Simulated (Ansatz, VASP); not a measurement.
# Two plane-wave programs on Bi3S

File INCAR:

```
SYSTEM = Bi3S
PREC = Accurate ; ENCUT = 520
EDIFF = 1E-6 ; ISMEAR = 0
SIGMA = 0.1 ; LREAL = .FALSE.
LASPH = .TRUE. ; NELM = 60
ALGO = Normal ; ISIF = 2
LWAVE = .FALSE. ; LCHARG = .FALSE.
GGA = PE ; NBANDS = 34
```

Contents of KPOINTS:

```
regular mesh
0
G
  4 4 4
  0 0 0
```

Contents of POSCAR:

```
Bi3S
1.0
    0.0000000000      3.8039824800      3.8039824800
    3.8039824800      0.0000000000      3.8039824800
    3.8039824800      3.8039824800      0.0000000000
Bi S
3 1
Direct
    0.2500000000      0.2500000000      0.2500000000
    0.7500000000      0.7500000000      0.7500000000
    0.5000000000      0.5000000000      0.5000000000
    0.0000000000      0.0000000000      0.0000000000
```

Input for Ansatz:

```yaml
crystal:
  lattice:
    - [0.0, 3.80398248, 3.80398248]
    - [3.80398248, 0.0, 3.80398248]
    - [3.80398248, 3.80398248, 0.0]
  atoms:
    - { symbol: Bi, position: [0.25, 0.25, 0.25] }
    - { symbol: Bi, position: [0.75, 0.75, 0.75] }
    - { symbol: Bi, position: [0.5, 0.5, 0.5] }
    - { symbol: S, position: [0.0, 0.0, 0.0] }
basis:
  ecutwfc: 420
kpoints:
  mp_grid: { grid: [4, 4, 4] }
hamiltonian:
  xc: pbe
scf:
  occupations: { method: gaussian, width: 0.1 }
  lower_state_search: "off"
output:
  forces: true
  stress: true
  eigenvalues: true
```

Change from the starting cell: species swapped into the CdHg3 type (Fm-3m, No. 225).

Alike in both runs: task single point; functional PBE; k mesh 4 × 4 × 4; occupations gaussian, width 0.1 eV; no spin polarisation.

|  | VASP | Ansatz |
| --- | --- | --- |
| version | VASP 6.6.1 | Ansatz 0.2.0 |
| potentials or method | VASP PAW PBE potentials, release 64 (Bi_d, S), cutoff 520 eV | scalar-relativistic, plane waves, PAW |
| valence electrons in the cell | 51 | 51 |

```tsv
	VASP	Ansatz	Ansatz less VASP
gap on the k mesh at the Fermi level (eV)	none	none	-
pressure (GPa)	-0.4	-0.3	+0.07
```

A gap of «none» marks a metal or a gap that the smearing closes.

Neither program's run includes spin-orbit coupling.
